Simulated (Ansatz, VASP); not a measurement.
Be3N2 in VASP and in Ansatz

Contents of INCAR:

```
PREC     = Accurate       # precision mode
ENCUT    = 520            # plane-wave cutoff, eV
EDIFF    = 1E-6           # SCF threshold, eV
ISMEAR   = 0              # smearing method
SIGMA    = 0.05           # smearing width, eV
LREAL    = F              # projectors in reciprocal space
LASPH    = T              # aspherical terms in the spheres
NELM     = 60             # most SCF steps
ALGO     = Normal         # electronic algorithm
ISIF     = 2              # what is computed and relaxed
LWAVE    = F              # write WAVECAR
LCHARG   = F              # write CHGCAR
NBANDS   = 16             # bands
```

KPOINTS

```
Automatic mesh
0
Gamma
  12 12 12
```

POSCAR

```
Be3N2
1.0
    1.3969009688      0.8065011504      5.0271003154
   -1.3969009688      0.8065011504      5.0271003154
    0.0000000000     -1.6130023007      5.0271003154
Be N
3 2
Direct
    0.8590010800      0.8590010800      0.8590010800
    0.3176945600      0.3176945600      0.3176945600
    0.0888067700      0.0888067700      0.0888067700
    0.2041626800      0.2041626800      0.2041626800
    0.7084349100      0.7084349100      0.7084349100
```

Input for Ansatz:

```yaml
crystal:
  lattice:
    - [1.3969009688, 0.8065011504, 5.0271003154]
    - [-1.3969009688, 0.8065011504, 5.0271003154]
    - [0.0, -1.6130023007, 5.0271003154]
  atoms:
    - { symbol: Be, position: [0.85900108, 0.85900108, 0.85900108] }
    - { symbol: Be, position: [0.31769456, 0.31769456, 0.31769456] }
    - { symbol: Be, position: [0.08880677, 0.08880677, 0.08880677] }
    - { symbol: "N", position: [0.20416268, 0.20416268, 0.20416268] }
    - { symbol: "N", position: [0.70843491, 0.70843491, 0.70843491] }
basis:
  ecutwfc: 420
kpoints:
  mp_grid: { grid: [12, 12, 12] }
hamiltonian:
  xc: lda
scf:
  occupations: { method: gaussian, width: 0.05 }
output:
  forces: true
  stress: true
  eigenvalues: true
```

Alike in both runs: task single point; functional LDA; k mesh 12 × 12 × 12; occupations gaussian, width 0.05 eV; no spin polarisation.

```csv
,VASP,Ansatz
version,VASP 6.6.1,Ansatz 0.2.0
potentials or method,"VASP PAW LDA potentials, release 64 (Be, N), cutoff 520 eV","scalar-relativistic, plane waves, PAW"
valence electrons in the cell,16,16
```

```csv
,VASP,Ansatz,Ansatz less VASP
gap on the k mesh at the Fermi level (eV),2.48,2.49,+0.012
least direct gap on the mesh (eV),3.90,3.91,+0.009
pressure (GPa),-5.7,-6.2,-0.50
"traceless stress, the component that is largest in VASP (GPa)",-13.51,-13.46,+0.053
rms of the force components (eV/Å),0.115,0.113,-0.0019
```

LDA's correlation is that of Perdew and Zunger in VASP and of Perdew and Wang (1992) in Ansatz. Atom by atom the forces differ by 0.003 eV/Å (rms over components).
